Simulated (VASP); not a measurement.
Input of a VASP 6.6.1 run:

The input POSCAR:

```
MgS
1.0
    0.0000000000      2.6280532208      2.5868243383
    2.6280532208      0.0000000000      2.5868243383
    2.6280532208      2.6280532208      0.0000000000
Mg S
1 1
Direct
    0.0000000000      0.0000000000      0.0000000000
    0.5000000000      0.5000000000      0.5000000000
```

INCAR.step1

```
SYSTEM = MgS
PREC = Accurate
ENCUT = 520
ISMEAR = 0
SIGMA = 0.01
LREAL = .FALSE.
LASPH = .TRUE.
NELM = 80
NBANDS = 11
GGA = PE
ALGO = Normal
EDIFF = 1E-4
LWAVE = .TRUE.
LCHARG = .FALSE.
```

The input INCAR.step2:

```
SYSTEM = MgS
PREC = Accurate
ENCUT = 520
EDIFF = 1E-6
ISMEAR = 0
SIGMA = 0.01
LREAL = .FALSE.
LASPH = .TRUE.
NELM = 80
ALGO = Normal
ISIF = 2
LWAVE = .FALSE.
LCHARG = .FALSE.
METAGGA = R2SCAN
LMIXTAU = .TRUE.
NBANDS = 11
ISTART = 1
```

KPOINTS

```
regular mesh
0
G
  8 8 8
  0 0 0
```

Potentials or basis: VASP PAW PBE potentials, release 64 (Mg, S).

Run with:

```sh
$ cat potpaw_PBE.64/Mg/POTCAR potpaw_PBE.64/S/POTCAR > POTCAR
$ cp INCAR.step1 INCAR
$ mpirun -np 1 vasp_std > vasp.out
$ cp INCAR.step2 INCAR
$ mpirun -np 1 vasp_std > vasp.out
```

Task: Predict the band gap on the k mesh.

Result: 3.33 eV (least direct gap 4.47 eV).

Task: Estimate the pressure.

Result: -1.6 GPa.

Stress tensor (GPa, compression positive):
```
-2.07  0.00  0.00
 0.00 -2.07  0.00
 0.00  0.00 -0.50
```

Caveat: the cell differs from its parent crystal (epitaxial xy strain +1.0%); the PAW data sets were made with another functional, which shifts forces and pressure a little. A k mesh can miss the band edges.
